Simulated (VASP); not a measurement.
# TiAl (P4/mmm) in VASP: notebook

TiAl is run at these levels: LDA; tasks: single point.

Program: VASP 6.6.1. These are calculated values, not measurements. Logs are shortened: lines on timing, memory, paths and dates and some standing lists are left out, and cuts for length are marked.

## 1. The cell of the first run

It takes space group P4/mmm (No. 123, tetragonal). The conventional cell has a = 3.013 Å, b = 3.013 Å, c = 3.560 Å, α = 90.00°, β = 90.00°, γ = 90.00°. Within 3.7 Å of Ti (site symmetry 4/mmm) lie 8 Al at 2.78 Å and 6 Ti at 3.01 to 3.56 Å. Within 3.7 Å of Al (site symmetry 4/mmm) lie 8 Ti at 2.78 Å and 6 Al at 3.01 to 3.56 Å.

## 2. Single point, LDA (16.16 Å³/atom)

INCAR reads:

```
SYSTEM = TiAl
ALGO = Fast
EDIFF = 1E-7
ENCUT = 520
ISIF = 2
ISMEAR = 0
LASPH = .TRUE.
LCHARG = .FALSE.
LREAL = .FALSE.
LWAVE = .FALSE.
NBANDS = 14
NELM = 80
PREC = Accurate
SIGMA = 0.15
```

KPOINTS reads:

```
k-points
0
G
  16 16 16
  0 0 0
```

POSCAR reads:

```
TiAl
1.0
    3.0130080357      0.0000000000      0.0000000000
    0.0000000000      3.0130080357      0.0000000000
    0.0000000000      0.0000000000      3.5601702949
Ti Al
1 1
Direct
    0.0000000000      0.0000000000      0.0000000000
    0.5000000000      0.5000000000      0.5000000000
```

Potentials or basis: VASP PAW LDA potentials, release 64 (Ti_sv, Al).

On the command line:

```console
$ cat potpaw_LDA.64/Ti_sv/POTCAR potpaw_LDA.64/Al/POTCAR > POTCAR
$ mpirun -np 1 vasp_std > vasp.out
```

OUTCAR:

```text
SYSTEM = TiAl
   EDIFF = 1E-7
   ENCUT = 520
   ISIF = 2
   ISMEAR = 0
   LASPH = .TRUE.
   LREAL = .FALSE.
   NELM = 80
   PREC = Accurate

 ion  position               nearest neighbor table
   1  0.000  0.000  0.000-   2 2.78   2 2.78   2 2.78   2 2.78   2 2.78   2 2.78   2 2.78   2 2.78

   2  0.500  0.500  0.500-   1 2.78   1 2.78   1 2.78   1 2.78   1 2.78   1 2.78   1 2.78   1 2.78

  LATTYP: Found a simple tetragonal cell.
 ALAT       =     3.0130080357
 C/A-ratio  =     1.1816000000

  Lattice vectors:

 A1 = (   3.0130080357,   0.0000000000,   0.0000000000)
 A2 = (   0.0000000000,   3.0130080357,   0.0000000000)
 A3 = (   0.0000000000,   0.0000000000,   3.5601702949)

Analysis of symmetry for initial positions (statically):
=====================================================================
 Subroutine PRICEL returns:
 Original cell was already a primitive cell.

 Routine SETGRP: Setting up the symmetry group for a
 simple tetragonal supercell.

 Subroutine GETGRP returns: Found 16 space group operations
 (whereof 16 operations were pure point group operations)
 out of a pool of 16 trial point group operations.

The static configuration has the point symmetry D_4h.

Analysis of symmetry for dynamics (positions and initial velocities):
=====================================================================
 Subroutine PRICEL returns:
 Original cell was already a primitive cell.

 Routine SETGRP: Setting up the symmetry group for a
 simple tetragonal supercell.

 Subroutine GETGRP returns: Found 16 space group operations
 (whereof 16 operations were pure point group operations)
 out of a pool of 16 trial point group operations.

The dynamic configuration has the point symmetry D_4h.

 Subroutine INISYM returns: Found 16 space group operations
 (whereof 16 operations are pure point group operations),
 and found     1 'primitive' translations

----------------------------------------------------------------------------------------

                                     Primitive cell

  volume of cell :      32.3200

  direct lattice vectors                    reciprocal lattice vectors
     3.013008036  0.000000000  0.000000000     0.331894236  0.000000000  0.000000000
     0.000000000  3.013008036  0.000000000     0.000000000  0.331894236  0.000000000
     0.000000000  0.000000000  3.560170295     0.000000000  0.000000000  0.280885440

  length of vectors
     3.013008036  3.013008036  3.560170295     0.331894236  0.331894236  0.280885440

  position of ions in fractional coordinates (direct lattice)
     0.000000000  0.000000000  0.000000000
     0.500000000  0.500000000  0.500000000

  ion indices of the primitive-cell ions
   primitive index   ion index
                 1           1
                 2           2

----------------------------------------------------------------------------------------

 KPOINTS: k-points

Automatic generation of k-mesh.
 Grid dimensions read from file:
 generate k-points for:   16   16   16

 Generating k-lattice:

  Cartesian coordinates                     Fractional coordinates (reciprocal lattice)
     0.020743390  0.000000000  0.000000000     0.062500000  0.000000000  0.000000000
     0.000000000  0.020743390  0.000000000     0.000000000  0.062500000  0.000000000
     0.000000000  0.000000000  0.017555340     0.000000000  0.000000000  0.062500000

  Length of vectors
     0.020743390  0.020743390  0.017555340

  Shift w.r.t. Gamma in fractional coordinates (k-lattice)
     0.000000000  0.000000000  0.000000000

 Subroutine IBZKPT returns following result:
 ===========================================

 Found    405 irreducible k-points:

 Following reciprocal coordinates:
            Coordinates               Weight
  0.000000  0.000000  0.000000      1.000000
  0.062500  0.000000  0.000000      4.000000
  0.125000  0.000000  0.000000      4.000000
  0.187500  0.000000  0.000000      4.000000
  0.250000  0.000000  0.000000      4.000000
  0.312500  0.000000  0.000000      4.000000
[... 16 lines left out ...]
  0.437500  0.125000  0.000000      8.000000
  0.500000  0.125000  0.000000      4.000000
 [... further k-points ...]
   k-points           NKPTS =    405   k-points in BZ     NKDIM =    405   number of bands    NBANDS=     14
   number of dos      NEDOS =    301   number of ions     NIONS =      2
   total plane-waves  NPLWV =  16128
   dimension x,y,z NGX =    24 NGY =   24 NGZ =   28
   dimension x,y,z NGXF=    48 NGYF=   48 NGZF=   56
   ions per type =               1   1
   NGX,Y,Z   is equivalent  to a cutoff of  13.24, 13.24, 13.07 a.u.
   NGXF,Y,Z  is equivalent  to a cutoff of  26.48, 26.48, 26.15 a.u.
 SYSTEM =  TiAl
   PREC   = accura    normal or accurate (medium, high low for compatibility)
   ISTART =      0    job   : 0-new  1-cont  2-samecut
   ICHARG =      2    charge: 1-file 2-atom 10-const
   ISPIN  =      1    spin polarized calculation?
   LNONCOLLINEAR =      F non collinear calculations
   LSORBIT =      F    spin-orbit coupling
   LASPH  =      T    aspherical Exc in radial PAW
   ENCUT  =  520.0 eV  38.22 Ry    6.18 a.u.   5.60  5.60  6.62*2*pi/ulx,y,z
   NELM   =     80;   NELMIN=  2; NELMDL= -5     # of ELM steps
   EDIFF  = 0.1E-06   stopping-criterion for ELM
   LREAL  =      F    real-space projection
   EDIFFG = 0.1E-05   stopping-criterion for IOM
   NSW    =      0    number of steps for IOM
   IBRION =     -1    ionic relax: 0-MD 1-quasi-New 2-CG
   NFREE  =      0    steps in history (QN), initial steepest desc. (CG)
   ISIF   =      2    stress and relaxation
   ISYM   =      2    0-nonsym 1-usesym 2-fastsym
   POTIM  = 0.5000    time-step for ionic-motion
   TEBEG  =    0.0;   TEEND  =   0.0 temperature during run
   PSTRESS=    0.0 pullay stress
   NELECT =      15.0000    total number of electrons
   NUPDOWN=      -1.0000    fix difference up-down
   EMIN   =  10.00;   EMAX   =-10.00  energy-range for DOS
   EFERMI =   0.00;   METHOD = LEGACY
   ISMEAR =     0;   SIGMA  =   0.15  broadening in eV -4-tet -1-fermi 0-gaus
   EFERMI_NEDOS =   21; number of points for ismear=-14 and -15
   IALGO  =     68    algorithm
   IMIX   =      4    mixing-type and parameters
     AMIX     =   0.40;   BMIX     =  1.00
     AMIX_MAG =   1.60;   BMIX_MAG =  1.00
  volume/ion in A,a.u.               =      16.16       109.05
  Fermi-wavevector in a.u.,A,eV,Ry     =   1.267500  2.395229 21.858541  1.606557
  Thomas-Fermi vector in A             =   2.400645
   LORBIT       =      0    0 simple, 1 ext, 2 COOP (PROOUT), +10 PAW based schemes
   GGA     = CA    functional components
   LHFCALC =     F    Hartree Fock is set to
   AEXX    =    0.0000 exact exchange contribution
   IVDW    =     0    specifies the selected vdW correction
   LEPSILON=     F    determine dielectric tensor
   LRPA    =     F    only Hartree local field effects (RPA)
 non-spin polarized calculation
 RMM-DIIS sequential band-by-band and
 Gauss-broadening in eV      SIGMA  =   0.15
  energy-cutoff  :      520.00
  volume of cell :       32.32
 maximum number of plane-waves:       886
 NGX is ok and might be reduce to    24
   NGX = 11   NGY = 11   NGZ = 13

 number of electron      15.0000002 magnetization

 Free energy of the ion-electron system (eV)
  ---------------------------------------------------
  ext. energy  EPLUGINS =         0.00000000
  ---------------------------------------------------
  free energy    TOTEN  =       -13.40795142 eV

  energy without entropy =      -13.38195004  energy(sigma->0) =      -13.39495073

 E-fermi :   8.2914     XC(G=0): -11.2842

 val. band max:        8.2902912976   @ k =   0.2500   0.0625   0.2500
 cond. band min:       8.2969496070   @ k =   0.1875   0.1875   0.4375
 fundamental gap:      0.0066583094
 Fermi energy:         8.2913995367

 k-point     1 :       0.0000    0.0000    0.0000
  band No.  band energies     occupation
      1     -47.7516      2.00000
      2     -24.4543      2.00000
      3     -24.2448      2.00000
      4     -24.2448      2.00000
      5      -0.7377      2.00000
      6       6.7608      2.00000
      7       7.2295      2.00000
      8      10.0711      0.00000
      9      10.0711      0.00000
     10      10.2142      0.00000
     11      10.7380      0.00000
     12      14.4182      0.00000
     13      14.4182      0.00000
     14      17.1467      0.00000

 k-point     2 :       0.0625    0.0000    0.0000
  band No.  band energies     occupation
      1     -47.7505      2.00000
      2     -24.4532      2.00000
      3     -24.2558      2.00000
      4     -24.2439      2.00000
      5      -0.6689      2.00000
      6       6.7961      2.00000
      7       7.2337      2.00000
      8       9.5719      0.00000
      9      10.0818      0.00000
     10      10.6519      0.00000
     11      10.7499      0.00000
     12      13.9197      0.00000
     13      14.5412      0.00000
     14      16.3776      0.00000

 k-point     3 :       0.1250    0.0000    0.0000
  band No.  band energies     occupation
      1     -47.7473      2.00000
      2     -24.4499      2.00000
      3     -24.2869      2.00000
      4     -24.2412      2.00000
      5      -0.4639      2.00000
      6       6.8857      2.00000
      7       7.2287      2.00000
      8       9.0520      0.00000
      9      10.1122      0.00000
     10      10.4286      0.00000
     11      11.3822      0.00000
     12      12.9807      0.00000
     13      14.8788      0.00000
     14      16.2682      0.00000
[... 324 lines left out ...]
 k-point    23 :       0.4375    0.1250    0.0000
  band No.  band energies     occupation
      1     -47.7190      2.00000
      2     -24.5104      2.00000
      3     -24.4206      2.00000
      4     -24.2607      2.00000
      5       2.5642      2.00000
      6       4.3969      2.00000
      7       7.5873      2.00000
      8       8.0644      1.96766
      9       8.9119      0.00000
     10       9.9323      0.00000
     11      11.8833      0.00000
     12      15.0490      0.00000
     13      15.4925      0.00000
     14      16.4953      0.00000

 k-point    24 :       0.5000    0.1250    0.0000
  band No.  band energies     occupation
      1     -47.7179      2.00000
      2     -24.5209      2.00000
      3     -24.4195      2.00000
      4     -24.2597      2.00000
      5       3.1571      2.00000
      6       3.7547      2.00000
      7       7.5399      2.00000
      8       8.1515      1.81278
      9       8.8272      0.00000
     10       9.9489      0.00000
     11      11.9711      0.00000
     12      14.9654      0.00000
     13      16.1006      0.00000
     14      16.6725      0.00000

 [... further k-points ...]

------------------------ aborting loop because EDIFF is reached ----------------------------------------

  FORCE on cell =-STRESS in cart. coord.  units (eV):
  Direction    XX          YY          ZZ          XY          YZ          ZX
  --------------------------------------------------------------------------------------
  -------------------------------------------------------------------------------------
  Total       -1.8901002     -1.8901002     -0.0005015      0.0000000     -0.0000000      0.0000000
  in kB      -93.6966481    -93.6966481     -0.0248614      0.0000000     -0.0000000      0.0000000
  external PRESSURE =     -62.4727192 kB  Pullay stress =       0.0000000 kB

 VOLUME and BASIS-vectors are now :
 -----------------------------------------------------------------------------
  energy-cutoff  :      520.00
  volume of cell :       32.32
      direct lattice vectors                 reciprocal lattice vectors
     3.013008036  0.000000000  0.000000000     0.331894236  0.000000000  0.000000000
     0.000000000  3.013008036  0.000000000     0.000000000  0.331894236  0.000000000
     0.000000000  0.000000000  3.560170295     0.000000000  0.000000000  0.280885440

 POSITION                                       TOTAL-FORCE (eV/Angst)
 -----------------------------------------------------------------------------------
      0.00000      0.00000      0.00000         0.000000      0.000000      0.000000
      1.50650      1.50650      1.78009         0.000000      0.000000      0.000000
 -----------------------------------------------------------------------------------
    total drift:                                0.000000      0.000000      0.000000

  FREE ENERGIE OF THE ION-ELECTRON SYSTEM (eV)
  ---------------------------------------------------
  free  energy   TOTEN  =       -13.4079514181 eV

  energy  without entropy=      -13.3819500360  energy(sigma->0) =      -13.39495073
```

Run time: 7.5 min. Hardware: 1 thread of Intel Xeon 8259CL, shared host; peak memory 0.29 GiB.

Results:

```yaml
Free_energy: -13.4080 eV
Pressure: -6.2 GPa
Band_gap_on_the_k_mesh: zero (an odd number of electrons rules out a gap without spin polarisation)
```

Stress tensor (GPa, compression positive):
```
-9.37  0.00  0.00
 0.00 -9.37  0.00
 0.00  0.00  0.00
```

Caveat: the stress differs along the axes, from -9 to -0 GPa.

(Continued in part 2 of 2.)
